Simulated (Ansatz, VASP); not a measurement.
One calculation of PbSe, two programs

File POSCAR:

```
PbSe
1.0
    0.0000000000      3.4232041310      3.4232041310
    3.4232041310      0.0000000000      3.4232041310
    3.4232041310      3.4232041310      0.0000000000
Pb Se
1 1
Direct
    0.0000000000      0.0000000000      0.0000000000
    0.2500000000      0.2500000000      0.2500000000
```

Contents of INCAR.step1:

```
SYSTEM = PbSe
ALGO = Normal ; EDIFF = 1E-5
ENCUT = 550 ; GGA = PE
GGA_COMPAT = .FALSE. ; ISMEAR = 0
LASPH = .TRUE. ; LCHARG = .FALSE.
LREAL = .FALSE. ; LWAVE = .TRUE.
NBANDS = 17 ; NELM = 120
PREC = Accurate ; SIGMA = 0.01
```

File INCAR.step2:

```
SYSTEM = PbSe
ALGO = Normal ; BPARAM = 11.95
CPARAM = 0.0093 ; EDIFF = 1E-6
ENCUT = 550 ; GGA_COMPAT = .FALSE.
ISIF = 2 ; ISMEAR = 0
ISTART = 1 ; IVDW_NL = 2
LASPH = .TRUE. ; LCHARG = .TRUE.
LELF = .TRUE. ; LMIXTAU = .TRUE.
LREAL = .FALSE. ; LUSE_VDW = .TRUE.
LVHAR = .TRUE. ; LWAVE = .FALSE.
METAGGA = R2SCAN ; NBANDS = 17
NELM = 120 ; PREC = Accurate
SIGMA = 0.01
```

The input KPOINTS:

```
k-points
0
G
  4 4 4
  0 0 0
```

Input for Ansatz:

```yaml
crystal:
  lattice:
    - [0.0, 3.423204131, 3.423204131]
    - [3.423204131, 0.0, 3.423204131]
    - [3.423204131, 3.423204131, 0.0]
  atoms:
    - { symbol: Pb, position: [0.0, 0.0, 0.0] }
    - { symbol: Se, position: [0.25, 0.25, 0.25] }
kpoints:
  mp_grid: { grid: [4, 4, 4] }
hamiltonian:
  xc: r2scan
  dispersion: rvv10
scf:
  occupations: { method: fixed }
  n_extra_bands: 4
output:
  forces: true
  stress: true
  eigenvalues: true
```

Alike in both runs: task single point; functional r2SCAN; dispersion rVV10; k mesh 4 × 4 × 4; no spin polarisation.

```csv
,VASP,Ansatz
version,VASP 6.6.1,Ansatz 0.2.0
potentials or method,"VASP PAW PBE potentials, release 64 (Pb_d, Se)",plane waves
plane-wave cutoff (eV),550,500
occupations,"gaussian, width 0.01 eV",fixed
valence electrons in the cell,20,30
```

|  | VASP | Ansatz | Ansatz less VASP |
| --- | --- | --- | --- |
| gap on the k mesh at the Fermi level (eV) | 0.73 | 0.73 | +0.002 |
| pressure (GPa) | -0.6 | -0.7 | -0.10 |

VASP's potentials were made for PBE, not for r2SCAN. VASP's potentials hold 20 valence electrons a cell and Ansatz's 30, so a difference there can come from the potentials and not from the codes.

Spin-orbit coupling is off throughout.
